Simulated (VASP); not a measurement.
The system is CO2.

```
C O
1.0
     5.62000    0.00000    0.00000
     0.00000    5.62000    0.00000
     0.00000    0.00000    5.62000
C O
4 8
Cartesian
  0.0000 0.0000 0.0000
  2.8100 0.0000 2.8100
  2.8100 2.8100 0.0000
  0.0000 2.8100 2.8100
  0.9385 0.9385 0.9385
  1.8715 4.6815 3.7485
  3.7485 1.8715 4.6815
  4.6815 3.7485 1.8715
  4.6815 4.6815 4.6815
  3.7485 0.9385 1.8715
  1.8715 3.7485 0.9385
  0.9385 1.8715 3.7485
```

* Program: VASP 6.6.1
* Task: relaxation of the atoms
* Functional: PBE
* Potentials or basis: VASP PAW PBE potentials, release 64 (C, O)
* Cutoff: 520 eV
* k mesh: 4 × 4 × 4
* Occupations: fermi-dirac, width 0.02 eV
* Spin: no spin polarisation

At the start: pressure -37.6 GPa; volume 14.79 Å³/atom.

Question: How do energy, volume and symmetry change on relaxing?

Answer: Over 4 steps the energy falls by 2685.8 meV/atom; space group Pa-3 (No. 205, to 0.1 Å) before and after.

Step by step:
| step | energy change (eV) | largest force (eV/Å) | pressure (GPa) |
| --- | --- | --- | --- |
| 1 | 0.0000 | 9.8849 | -37.65 |
| 2 | -31.9391 | 2.9124 | 8.96 |
| 3 | -32.1964 | 0.9067 | -1.44 |
| 4 | -32.2296 | 0.0200 | 1.03 |

Final structure:
```
CELL_PARAMETERS angstrom
5.62000 0.00000 0.00000
0.00000 5.62000 0.00000
0.00000 0.00000 5.62000
ATOMIC_POSITIONS crystal
C 0.00000 0.00000 0.00000
C 0.50000 0.00000 0.50000
C 0.50000 0.50000 0.00000
C 0.00000 0.50000 0.50000
O 0.12067 0.12067 0.12067
O 0.37933 0.87933 0.62067
O 0.62067 0.37933 0.87933
O 0.87933 0.62067 0.37933
O 0.87933 0.87933 0.87933
O 0.62067 0.12067 0.37933
O 0.37933 0.62067 0.12067
O 0.12067 0.37933 0.62067
```

Caveat: this functional lacks dispersion, which holds the molecules together, so the pressure and a relaxed volume are unreliable.
